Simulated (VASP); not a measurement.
Input of a VASP 6.6.1 run:

Contents of INCAR:

```
PREC = Accurate ; ENCUT = 520
EDIFF = 1E-6 ; ISMEAR = 0
SIGMA = 0.05 ; LREAL = F
LASPH = T ; NELM = 100
ALGO = Normal ; ISIF = 2
LWAVE = F ; LCHARG = F
GGA = PS ; NBANDS = 11
```

KPOINTS

```
Automatic mesh
0
Gamma
  10 10 10
```

POSCAR

```
BeS
1.0
    0.0000000000      2.4890884163      2.2972666509
    2.2972666509      0.0000000000      2.2972666509
    2.2972666509      2.4890884163      0.0000000000
Be S
1 1
Direct
    0.0000000000      0.0000000000      0.0000000000
    0.7500000000      0.7500000000      0.7500000000
```

Potentials or basis: VASP PAW PBE potentials, release 64 (Be, S).

Run with:

```sh
$ cat potpaw_PBE.64/Be/POTCAR potpaw_PBE.64/S/POTCAR > POTCAR
$ mpirun -np 1 vasp_std > vasp.out
```

(1) What does it give for the band gap on the k mesh?

(2) What does it give for the pressure?

Results:

(1) 2.34 eV, indirect (least direct gap 5.40 eV).

(2) 8.4 GPa.

Caveat: the PAW data sets were made with another functional, which shifts forces and pressure a little.
